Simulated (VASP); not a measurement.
Wanted: the native input for a VASP 6.6.1 run.

* Task: single point
* Functional: PBE
* Potentials or basis: VASP PAW PBE potentials, release 64 (Nb_sv, Sc_sv, N)
* Cutoff: 520 eV
* k mesh: 10 × 10 × 3
* Occupations: fermi-dirac, width 0.05 eV
* Spin: no spin polarisation
* Dipole correction: no
* Further INCAR settings: ALGO = Normal; EDIFF = 1e-06; NBANDS = 38

The structure of ScNbN lies in POSCAR:

```
ScNbN
1.0
    3.1719894093      0.0000000000      0.0000000000
   -1.5859947046      2.7470234090      0.0000000000
    0.0000000000      0.0000000000     10.5602860026
Nb Sc N
2 2 2
Direct
    0.3333333333      0.6666666667      0.2474310000
    0.6666666667      0.3333333333      0.7525690000
    0.0000000000      0.0000000000      0.0000000000
    0.0000000000      0.0000000000      0.5000000000
    0.3333333333      0.6666666667      0.6278110000
    0.6666666667      0.3333333333      0.3721890000
```

The input as run:

INCAR

```
SYSTEM = ScNbN
  ALGO = Normal
  EDIFF = 1E-6
  ENCUT = 520
  GGA = PE
  ISIF = 2
  ISMEAR = -1
  LASPH = .True.
  LCHARG = .True.
  LELF = .True.
  LREAL = .False.
  LVHAR = .True.
  LWAVE = .False.
  NBANDS = 38
  NELM = 100
  PREC = Accurate
  SIGMA = 0.05
```

KPOINTS

```
k-points
0
Gamma
  10 10 3
  0 0 0
```

Potentials or basis: VASP PAW PBE potentials, release 64 (Nb_sv, Sc_sv, N).

The run is started by

```console
$ cat potpaw_PBE.64/Nb_sv/POTCAR potpaw_PBE.64/Sc_sv/POTCAR potpaw_PBE.64/N/POTCAR > POTCAR
$ mpirun -np 1 vasp_std > vasp.out
```

Results of the run:

```
Pressure               : -11.1 GPa
Largest force          : 0.591 eV/Å
Band gap on the k mesh : zero (band 29 reaches 8.12 eV, above the bottom of band 30 at 7.53 eV)
```

Run time: 60 s on 1 thread of Intel(R) Xeon(R) 6975P-C (Granite Rapids), with other jobs on the host, peak memory 0.27 GiB.
